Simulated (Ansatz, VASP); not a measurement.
# One calculation of MgO2, two programs

Contents of INCAR:

```
SYSTEM = MgO2
ALGO = Normal ; EDIFF = 1E-6
ENCUT = 840 ; GGA = PS
GGA_COMPAT = .False. ; ISIF = 2
ISMEAR = 0 ; LASPH = .True.
LCHARG = .True. ; LELF = .True.
LREAL = .False. ; LVHAR = .True.
LWAVE = .False. ; NBANDS = 18
NELM = 120 ; PREC = Accurate
SIGMA = 0.05
```

File KPOINTS:

```
k-points
0
Gamma
  12 12 12
  0 0 0
```

Contents of POSCAR:

```
MgO2
1.0
    1.6047610160      0.9265092046      3.3891595087
   -1.6047610160      0.9265092046      3.3891595087
    0.0000000000     -1.8530184092      3.3891595087
Mg O
1 2
Direct
    0.0000000000      0.0000000000      0.0000000000
    0.4287860000      0.4287860000      0.4287860000
    0.5712140000      0.5712140000      0.5712140000
```

Input for Ansatz:

```yaml
crystal:
  lattice:
    - [1.604761016, 0.9265092046, 3.3891595087]
    - [-1.604761016, 0.9265092046, 3.3891595087]
    - [0.0, -1.8530184092, 3.3891595087]
  atoms:
    - { symbol: Mg, position: [0.0, 0.0, 0.0] }
    - { symbol: O, position: [0.428786, 0.428786, 0.428786] }
    - { symbol: O, position: [0.571214, 0.571214, 0.571214] }
basis:
  ecutwfc: 420
kpoints:
  mp_grid: { grid: [12, 12, 12] }
hamiltonian:
  xc: pbesol
scf:
  occupations: { method: gaussian, width: 0.05 }
output:
  forces: true
  stress: true
  eigenvalues: true
```

Change from the starting cell: strain +0.000 along x and y, -0.030 along z, atoms carried along.

Alike in both runs: task single point; functional PBEsol; k mesh 12 × 12 × 12; occupations gaussian, width 0.05 eV; no spin polarisation.

```csv
,VASP,Ansatz
version,VASP 6.6.1,Ansatz 0.2.0
potentials or method,"VASP PAW PBE potentials, release 64 (Mg_sv, O), cutoff 840 eV","scalar-relativistic, plane waves, PAW"
valence electrons in the cell,22,22
```

VASP gave:

```
gap on the k mesh at the Fermi level (eV)                     : 2.85
least direct gap on the mesh (eV)                             : 2.85
pressure (GPa)                                                : 1.4
traceless stress, the component that is largest in VASP (GPa) : 9.07
rms of the force components (eV/Å)                            : 0.360
```

Q: What did Ansatz give for the same quantities?

A: gap on the k mesh at the Fermi level (eV): 2.88; least direct gap on the mesh (eV): 2.88; pressure (GPa): 1.0; traceless stress, the component that is largest in VASP (GPa): 8.14; rms of the force components (eV/Å): 0.285.

VASP's potentials were made for PBE, not for PBEsol. Atom by atom the forces differ by 0.075 eV/Å (rms over components).
